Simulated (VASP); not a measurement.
Crystal: ZnInGaO4.

```
Zn In Ga O
1.0
     1.68033    0.97014    8.71341
    -1.68033    0.97014    8.71341
     0.00000   -1.94027    8.71341
Zn In Ga O
1 1 1 4
Direct
  0.21838 0.21838 0.21838
  0.00277 0.00277 0.00277
  0.78703 0.78703 0.78703
  0.29514 0.29514 0.29514
  0.71136 0.71136 0.71136
  0.12172 0.12172 0.12172
  0.86360 0.86360 0.86360
```

| Item | Value |
| --- | --- |
| Program | VASP 6.6.1 |
| Task | relaxation of cell and atoms |
| Functional | LDA |
| Potentials or basis | VASP PAW LDA potentials, release 64 (Zn, In_d, Ga_d, O) |
| Cutoff | 600 eV |
| k mesh | 9 × 9 × 9 |
| Occupations | gaussian, width 0.03 eV |
| Spin | no spin polarisation |

At the start: pressure -11.2 GPa; volume 12.17 Å³/atom.

Problem. How do energy, volume and symmetry change on relaxing?

Solution. Over 13 steps the energy falls by 30.8 meV/atom and the volume is 11.36 Å³/atom (-6.7 %); space group R3m (No. 160, to 0.1 Å) before and after.

The path:
```tsv
step	energy change (eV)	largest force (eV/Å)	pressure (GPa)	volume (Å³)
1	0.0000	0.1029	-11.24	85.22
2	-0.0518	0.4218	12.36	75.12
3	-0.2133	0.1639	-0.14	79.57
4	-0.2133	0.1694	0.14	79.46
5	-0.2150	0.0850	0.29	79.40
6	-0.2150	0.0872	0.17	79.40
7	-0.2155	0.0227	-0.18	79.51
8	-0.2155	0.0239	-0.12	79.51
9	-0.2155	0.0164	0.05	79.43
10	-0.2155	0.0175	0.06	79.43
11	-0.2156	0.0119	0.03	79.44
12	-0.2156	0.0114	0.07	79.44
13	-0.2156	0.0072	-0.11	79.50
```

Final structure:
```xyz
7
Lattice="1.6424 0.9482 8.5082 -1.6424 0.9482 8.5082 0.0000 -1.8965 8.5082" Properties=species:S:1:pos:R:3 pbc="T T T"
Zn    0.0000    0.0000    5.5835
In    0.0000    0.0000    0.0714
Ga    0.0000    0.0000   20.0917
O     0.0000    0.0000    7.5289
O     0.0000    0.0000   18.1528
O     0.0000    0.0000    3.0942
O     0.0000    0.0000   22.0512
```
